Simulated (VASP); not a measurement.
# W (Fm-3m) in VASP: further runs

W is run at these levels: PBEsol; tasks: relaxation of cell and atoms, single point.

Program: VASP 6.6.1. These are calculated values, not measurements. Logs are shortened: lines on timing, memory, paths and dates and some standing lists are left out, and cuts for length are marked.

## Step 1: The cell of the first run

It takes space group Fm-3m (No. 225, cubic). The conventional cell has a = 3.998 Å, b = 3.998 Å, c = 3.998 Å, α = 90.00°, β = 90.00°, γ = 90.00°. W (site symmetry m-3m) has 12 W at 2.83 Å within 3.7 Å.

## Step 2: Relaxation of cell and atoms, PBEsol

INCAR reads:

```
PREC = Accurate ; ENCUT = 600
EDIFF = 1E-6 ; ISMEAR = -1
SIGMA = 0.15 ; LREAL = False
LASPH = True ; NELM = 60
ALGO = Normal ; ISIF = 3
LWAVE = False ; LCHARG = False
GGA = PS ; IBRION = 2
NSW = 80 ; EDIFFG = -0.001
```

KPOINTS reads:

```
regular mesh
0
Gamma
  20 20 20
```

POSCAR reads:

```
W
1.0
    0.0000000000      1.9989957666      1.9989957666
    1.9989957666      0.0000000000      1.9989957666
    1.9989957666      1.9989957666      0.0000000000
W
1
Direct
    0.0000000000      0.0000000000      0.0000000000
```

Potentials or basis: VASP PAW PBE potentials, release 64 (W_sv).

On the command line:

```sh
$ cat potpaw_PBE.64/W_sv/POTCAR > POTCAR
$ mpirun -np 1 vasp_std > vasp.out
```

OUTCAR:

```text
PREC = Accurate
   ENCUT = 600
   EDIFF = 1E-6
   ISMEAR = -1
   LREAL = False
   LASPH = True
   NELM = 60
   ISIF = 3
   GGA = PS
   IBRION = 2
   NSW = 80
   EDIFFG = -0.001

 ion  position               nearest neighbor table
   1  0.000  0.000  0.000-

  LATTYP: Found a face centered cubic cell.
 ALAT       =     3.9979915332

  Lattice vectors:

 A1 = (   0.0000000000,   1.9989957666,   1.9989957666)
 A2 = (   1.9989957666,   0.0000000000,   1.9989957666)
 A3 = (   1.9989957666,   1.9989957666,   0.0000000000)

Analysis of symmetry for initial positions (statically):
=====================================================================
 Subroutine PRICEL returns:
 Original cell was already a primitive cell.

 Routine SETGRP: Setting up the symmetry group for a
 face centered cubic supercell.

 Subroutine GETGRP returns: Found 48 space group operations
 (whereof 48 operations were pure point group operations)
 out of a pool of 48 trial point group operations.

The static configuration has the point symmetry O_h .

Analysis of symmetry for dynamics (positions and initial velocities):
=====================================================================
 Subroutine PRICEL returns:
 Original cell was already a primitive cell.

 Routine SETGRP: Setting up the symmetry group for a
 face centered cubic supercell.

 Subroutine GETGRP returns: Found 48 space group operations
 (whereof 48 operations were pure point group operations)
 out of a pool of 48 trial point group operations.

The dynamic configuration has the point symmetry O_h .

 Subroutine INISYM returns: Found 48 space group operations
 (whereof 48 operations are pure point group operations),
 and found     1 'primitive' translations

----------------------------------------------------------------------------------------

                                     Primitive cell

  volume of cell :      15.9759

  direct lattice vectors                    reciprocal lattice vectors
     0.000000000  1.998995767  1.998995767    -0.250125592  0.250125592  0.250125592
     1.998995767  0.000000000  1.998995767     0.250125592 -0.250125592  0.250125592
     1.998995767  1.998995767  0.000000000     0.250125592  0.250125592 -0.250125592

  length of vectors
     2.827006924  2.827006924  2.827006924     0.433230234  0.433230234  0.433230234

  position of ions in fractional coordinates (direct lattice)
     0.000000000  0.000000000  0.000000000

  ion indices of the primitive-cell ions
   primitive index   ion index
                 1           1

----------------------------------------------------------------------------------------

 KPOINTS: regular mesh

Automatic generation of k-mesh.
 Grid dimensions read from file:
 generate k-points for:   20   20   20

 Generating k-lattice:

  Cartesian coordinates                     Fractional coordinates (reciprocal lattice)
    -0.012506280  0.012506280  0.012506280     0.050000000  0.000000000  0.000000000
     0.012506280 -0.012506280  0.012506280     0.000000000  0.050000000  0.000000000
     0.012506280  0.012506280 -0.012506280     0.000000000  0.000000000  0.050000000

  Length of vectors
     0.021661512  0.021661512  0.021661512

  Shift w.r.t. Gamma in fractional coordinates (k-lattice)
     0.000000000  0.000000000  0.000000000

 Subroutine IBZKPT returns following result:
 ===========================================

 Found    256 irreducible k-points:

 Following reciprocal coordinates:
            Coordinates               Weight
  0.000000  0.000000  0.000000      1.000000
  0.050000  0.000000  0.000000      8.000000
  0.100000  0.000000  0.000000      8.000000
  0.150000  0.000000  0.000000      8.000000
  0.200000  0.000000  0.000000      8.000000
  0.250000  0.000000  0.000000      8.000000
[... 16 lines left out ...]
 -0.400000  0.050000  0.000000     24.000000
 -0.350000  0.050000  0.000000     24.000000
 [... further k-points ...]
   k-points           NKPTS =    256   k-points in BZ     NKDIM =    256   number of bands    NBANDS=     11
   number of dos      NEDOS =    301   number of ions     NIONS =      1
   total plane-waves  NPLWV =  13824
   dimension x,y,z NGX =    24 NGY =   24 NGZ =   24
   dimension x,y,z NGXF=    48 NGYF=   48 NGZF=   48
   ions per type =               1
   NGX,Y,Z   is equivalent  to a cutoff of  14.11, 14.11, 14.11 a.u.
   NGXF,Y,Z  is equivalent  to a cutoff of  28.23, 28.23, 28.23 a.u.
 SYSTEM =  unknown system
   PREC   = accura    normal or accurate (medium, high low for compatibility)
   ISTART =      0    job   : 0-new  1-cont  2-samecut
   ICHARG =      2    charge: 1-file 2-atom 10-const
   ISPIN  =      1    spin polarized calculation?
   LNONCOLLINEAR =      F non collinear calculations
   LSORBIT =      F    spin-orbit coupling
   LASPH  =      T    aspherical Exc in radial PAW
   ENCUT  =  600.0 eV  44.10 Ry    6.64 a.u.   5.65  5.65  5.65*2*pi/ulx,y,z
[... 45 lines left out ...]
  ext. energy  EPLUGINS =         0.00000000
  ---------------------------------------------------
  free energy    TOTEN  =       -13.35281920 eV

  energy without entropy =      -13.26773969  energy(sigma->0) =      -13.31027944

------------------------ aborting loop because EDIFF is reached ----------------------------------------

  FORCE on cell =-STRESS in cart. coord.  units (eV):
  Direction    XX          YY          ZZ          XY          YZ          ZX
  --------------------------------------------------------------------------------------
  -------------------------------------------------------------------------------------
  Total        0.1150733      0.1150733      0.1150733      0.0000000      0.0000000     -0.0000000
  in kB       11.5403623     11.5403623     11.5403623      0.0000000      0.0000000     -0.0000000
  external PRESSURE =      11.5403623 kB  Pullay stress =       0.0000000 kB

 VOLUME and BASIS-vectors are now :
 -----------------------------------------------------------------------------
  energy-cutoff  :      600.00
  volume of cell :       15.98
      direct lattice vectors                 reciprocal lattice vectors
     0.000000000  1.998995767  1.998995767    -0.250125592  0.250125592  0.250125592
     1.998995767  0.000000000  1.998995767     0.250125592 -0.250125592  0.250125592
     1.998995767  1.998995767  0.000000000     0.250125592  0.250125592 -0.250125592
[... 36 lines left out ...]
 POSITION                                       TOTAL-FORCE (eV/Angst)
 -----------------------------------------------------------------------------------
      2.01009      0.00000      2.01009        -0.000000      0.000000      0.000000
 -----------------------------------------------------------------------------------
    total drift:                                0.000000      0.000000      0.000000

  FREE ENERGIE OF THE ION-ELECTRON SYSTEM (eV)
  ---------------------------------------------------
  free  energy   TOTEN  =       -13.3505801600 eV

  energy  without entropy=      -13.2640982824  energy(sigma->0) =      -13.30733922

--------------------------------------- Ionic step        3  -------------------------------------------

 number of electron      14.0000000 magnetization

 Free energy of the ion-electron system (eV)
  ---------------------------------------------------
  ext. energy  EPLUGINS =         0.00000000
  ---------------------------------------------------
  free energy    TOTEN  =       -13.35303585 eV

  energy without entropy =      -13.26763131  energy(sigma->0) =      -13.31033358

 E-fermi :  10.6574     XC(G=0): -13.6851

 val. band max:       10.6393425193   @ k =  -0.3000   0.1500   0.0500
 cond. band min:      10.6578069913   @ k =   0.5000   0.1500   0.0000
 fundamental gap:      0.0184644720
 Fermi energy:        10.6573602727

 k-point     1 :       0.0000    0.0000    0.0000
  band No.  band energies     occupation
      1     -62.9454      2.00000
      2     -26.5416      2.00000
      3     -26.5416      2.00000
      4     -26.5416      2.00000
      5       1.5104      2.00000
      6      10.0470      1.96638
      7      10.0470      1.96638
      8      10.0470      1.96638
      9      13.2693      0.00000
     10      13.2693      0.00000
     11      23.4917      0.00000

 k-point     2 :       0.0500    0.0000    0.0000
  band No.  band energies     occupation
      1     -62.9426      2.00000
      2     -26.5744      2.00000
      3     -26.5457      2.00000
      4     -26.5457      2.00000
      5       1.6242      2.00000
      6       9.9573      1.98138
      7      10.1009      1.95219
      8      10.1009      1.95219
      9      13.2180      0.00000
     10      13.2180      0.00000
     11      23.7226      0.00000
[... 295 lines left out ...]
 k-point    24 :      -0.3500    0.0500    0.0000
  band No.  band energies     occupation
      1     -62.8451      2.00000
      2     -27.5865      2.00000
      3     -26.7154      2.00000
      4     -26.6731      2.00000
      5       4.8591      2.00000
      6       9.7966      1.99358
      7      10.0056      1.97440
      8      10.1303      1.94217
      9      14.3944      0.00000
     10      15.3073      0.00000
     11      22.3005      0.00000

 [... further k-points ...]
[... 5 lines left out ...]
  --------------------------------------------------------------------------------------
  -------------------------------------------------------------------------------------
  Total       -0.0005128     -0.0005128     -0.0005128     -0.0000000     -0.0000000      0.0000000
  in kB       -0.0512329     -0.0512329     -0.0512329     -0.0000000     -0.0000000      0.0000000
  external PRESSURE =      -0.0512329 kB  Pullay stress =       0.0000000 kB

 VOLUME and BASIS-vectors are now :
 -----------------------------------------------------------------------------
  energy-cutoff  :      600.00
  volume of cell :       16.04
      direct lattice vectors                 reciprocal lattice vectors
     0.000000000  2.001533926  2.001533926    -0.249808406  0.249808406  0.249808406
     2.001533926  0.000000000  2.001533926     0.249808406 -0.249808406  0.249808406
     2.001533926  2.001533926 -0.000000000     0.249808406  0.249808406 -0.249808406

 POSITION                                       TOTAL-FORCE (eV/Angst)
 -----------------------------------------------------------------------------------
      0.00000      0.00000      0.00000        -0.000000     -0.000000     -0.000000
 -----------------------------------------------------------------------------------
    total drift:                               -0.000000      0.000000      0.000000

  FREE ENERGIE OF THE ION-ELECTRON SYSTEM (eV)
  ---------------------------------------------------
  free  energy   TOTEN  =       -13.3530358493 eV

  energy  without entropy=      -13.2676313128  energy(sigma->0) =      -13.31033358

 reached required accuracy - stopping structural energy minimisation
```

It took 69 s on 1 thread of Intel Xeon Platinum 8259CL at 2.50GHz (Skylake/Cascade Lake), shared host; peak memory 0.19 GiB.

What came out:

```yaml
Free_energy: -13.3530 eV
Relaxed_volume: 16.04 Å³/atom
Relaxed_cell: a = 2.831 Å, b = 2.831 Å, c = 2.831 Å, α = 60.00°, β = 60.00°, γ = 60.00°
Space_group_after_relaxing_to_0.05_Å: Fm-3m (No. 225)
Energy_gained_by_relaxing: 0.2 meV/atom
Ionic_steps: 3
Pressure_after_relaxing: 0.0 GPa
Band_gap_on_the_k_mesh: zero (band 7 reaches 13.83 eV, above the bottom of band 8 at 10.05 eV)
```

The path:
```
step  energy change (eV)  largest force (eV/Å)  pressure (GPa)  volume (Å³)
   1              0.0000                0.0000            1.15        15.98
   2              0.0022                0.0000           -3.76        16.24
   3             -0.0002                0.0000           -0.01        16.04
```

Final structure:
```
CELL_PARAMETERS angstrom
0.00000 2.00153 2.00153
2.00153 0.00000 2.00153
2.00153 2.00153 0.00000
ATOMIC_POSITIONS crystal
W 0.00000 0.00000 0.00000
```

Caveat: the PAW data sets were made with another functional, which shifts forces and pressure a little; spin-orbit coupling is left out, which moves the levels of the heavy elements. Zero-point motion and thermal expansion aren't in these numbers.

## Step 3: Relaxation of cell and atoms, PBEsol, target pressure 7 GPa, at which the enthalpy is minimised

INCAR reads:

```
PREC     = Accurate       # precision mode
ENCUT    = 600            # plane-wave cutoff, eV
EDIFF    = 1E-6           # SCF threshold, eV
ISMEAR   = -1             # smearing method
SIGMA    = 0.15           # smearing width, eV
LREAL    = F              # projectors in reciprocal space
LASPH    = T              # aspherical terms in the spheres
NELM     = 60             # most SCF steps
ALGO     = Normal         # electronic algorithm
ISIF     = 3              # what is computed and relaxed
LWAVE    = F              # write WAVECAR
LCHARG   = F              # write CHGCAR
GGA      = PS             # functional
IBRION   = 2              # ionic algorithm
NSW      = 80             # ionic steps
EDIFFG   = -0.001         # ionic threshold
PSTRESS  = 70.0
```

KPOINTS reads:

```
Automatic mesh
0
Gamma
  20 20 20
```

POSCAR reads:

```
W
1.0
    0.0000000000      1.9999602753      1.9999602753
    1.9999602753      0.0000000000      1.9999602753
    1.9999602753      1.9999602753      0.0000000000
W
1
Direct
    0.0000000000      0.0000000000      0.0000000000
```

Potentials or basis: VASP PAW PBE potentials, release 64 (W_sv).

On the command line:

```sh
$ cat potpaw_PBE.64/W_sv/POTCAR > POTCAR
$ mpirun -np 1 vasp_std > vasp.out
```

Run time: 3.1 min. Hardware: 1 thread of Intel Xeon Platinum 8259CL at 2.50GHz (Skylake/Cascade Lake), shared host; peak memory 0.19 GiB.

It converged, with:

```yaml
Free_energy: -13.3455 eV
Relaxed_volume: 15.68 Å³/atom
Relaxed_cell: a = 2.810 Å, b = 2.810 Å, c = 2.810 Å, α = 60.00°, β = 60.00°, γ = 60.00°
Space_group_after_relaxing_to_0.05_Å: Fm-3m (No. 225)
Energy_change_on_relaxing_the_enthalpy_is_what_falls: +7.5 meV/atom
Ionic_steps: 12
Pressure_after_relaxing: 7.0 GPa
Band_gap_on_the_k_mesh: zero (band 7 reaches 14.28 eV, above the bottom of band 8 at 10.33 eV)
```

Step by step:
```
step  energy change (eV)  largest force (eV/Å)  pressure (GPa)  volume (Å³)
   1              0.0000                0.0000            0.71        16.00
   2              0.1434                0.0000           34.37        14.59
   3              0.0070                0.0000            6.78        15.69
   4              0.0075                0.0000            6.97        15.68
   5              0.0077                0.0000            7.11        15.68
   6              0.0069                0.0000            6.76        15.70
   7              0.0075                0.0000            6.96        15.68
   8              0.0075                0.0000            7.01        15.68
   9              0.0075                0.0000            7.05        15.68
  10              0.0075                0.0000            7.06        15.68
  11              0.0075                0.0000            7.03        15.68
  12              0.0075                0.0000            7.01        15.68
```

Final structure:
```cif
data_structure
_symmetry_space_group_name_H-M 'P 1'
_symmetry_Int_Tables_number 1
_cell_length_a 2.8097
_cell_length_b 2.8097
_cell_length_c 2.8097
_cell_angle_alpha 60.000
_cell_angle_beta 60.000
_cell_angle_gamma 60.000
_cell_volume 15.68
loop_
_atom_site_label
_atom_site_type_symbol
_atom_site_fract_x
_atom_site_fract_y
_atom_site_fract_z
_atom_site_occupancy
W1 W 0.00000 0.00000 0.00000 1
```

Levels at points of the mesh, in eV from the Fermi level:
```tsv
k point	band 4	band 5	band 6	band 7	band 8	band 9	band 10	band 11
(0.00, 0.00, 0.00)	-37.12	-9.26	-0.64	-0.64	-0.64	2.69	2.69	12.86
(0.50, 0.00, 0.00)	-37.30	-5.88	-0.89	-0.89	0.78	5.35	5.35	10.96
(0.50, 0.50, 0.00)	-37.61	-5.85	-4.83	3.31	5.31	6.15	6.15	12.12
```

Caveat: the cell is relaxed towards a set pressure, so the enthalpy falls and the energy may rise; the PAW data sets were made with another functional, which shifts forces and pressure a little; spin-orbit coupling is left out, which moves the levels of the heavy elements.

## Step 4: Single point, PBEsol

This run uses another cell than the first one, of the same volume but with other edges.

INCAR reads:

```
SYSTEM = W
  ALGO = Fast
  EDIFF = 1E-7
  ENCUT = 520
  GGA = PS
  ISIF = 2
  ISMEAR = 0
  ISYM = 0
  LASPH = .True.
  LCHARG = .False.
  LREAL = .False.
  LWAVE = .False.
  NBANDS = 13
  NELM = 60
  PREC = Accurate
  SIGMA = 0.1
```

KPOINTS reads:

```
k-points
0
Gamma
  12 9 24
  0 0 0
```

POSCAR reads:

```
W
1.0
    2.8270069245      0.0000000000      0.0000000000
    0.0000000000      3.9979915336      0.0000000000
    1.4135034623      1.9989957668      1.4135034623
W
1
Direct
    0.0000000000      0.0000000000      0.0000000000
```

On the command line:

```sh
$ cat potpaw_PBE.64/W_sv/POTCAR > POTCAR
$ mpirun -np 1 vasp_std > vasp.out
```

It used 600 s of CPU time on 1 thread of AMD EPYC 7R13 Processor (Zen 3), on a shared host.

It converged, with:

| Quantity | Value |
| --- | --- |
| Free energy | -13.3134 eV |
| Pressure | 0.6 GPa |
| Band gap on the k mesh | zero (band 7 reaches 13.91 eV, above the bottom of band 8 at 10.10 eV) |

Levels at points of the mesh, in eV from the Fermi level:
```csv
k point,band 5,band 6,band 7,band 8,band 9,band 10
"(0.00, 0.00, 0.00)",-9.13,-0.58,-0.58,-0.58,2.66,2.66
"(0.50, 0.00, 0.00)",-5.68,-4.67,3.24,5.21,6.03,6.03
"(0.00, 0.00, 0.50)",-5.68,-4.68,3.24,5.21,6.03,6.03
"(0.50, 0.00, 0.50)",-5.68,-4.67,3.24,5.21,6.03,6.03
```

Caveat: the PAW data sets were made with another functional, which shifts forces and pressure a little; spin-orbit coupling is left out, which moves the levels of the heavy elements.

## Step 5: The runs side by side

| task | cell | k mesh | cutoff (eV) | smearing | gap on the mesh (eV) | pressure (GPa) |
| --- | --- | --- | --- | --- | --- | --- |
| relaxation of cell and atoms | relaxed from a = 2.827 Å, angles 60.0°, 1 atom | 20 × 20 × 20 | 600 | fermi-dirac 0.15 eV | none | 0.0 |
| relaxation of cell and atoms | relaxed to 7 GPa from a = 2.828 Å, angles 60.0°, 1 atom | 20 × 20 × 20 | 600 | fermi-dirac 0.15 eV | none | 7.0 |
| single point | a = 2.827, b = 3.998 Å, angles 45.0, 60.0, 90.0°, 1 atom | 12 × 9 × 24 | 520 | gaussian 0.1 eV | none | 0.6 |

Alike in all rows: level PBEsol; potentials or basis VASP PAW PBE potentials, release 64 (W_sv); no spin polarisation.

Caveats: the PAW data sets were made with another functional, which shifts forces and pressure a little; spin-orbit coupling is left out, which moves the levels of the heavy elements; the cell is relaxed towards a set pressure, so the enthalpy falls and the energy may rise (some runs).

Total energies depend on the potentials used, so only differences within one code and one set of settings carry meaning.
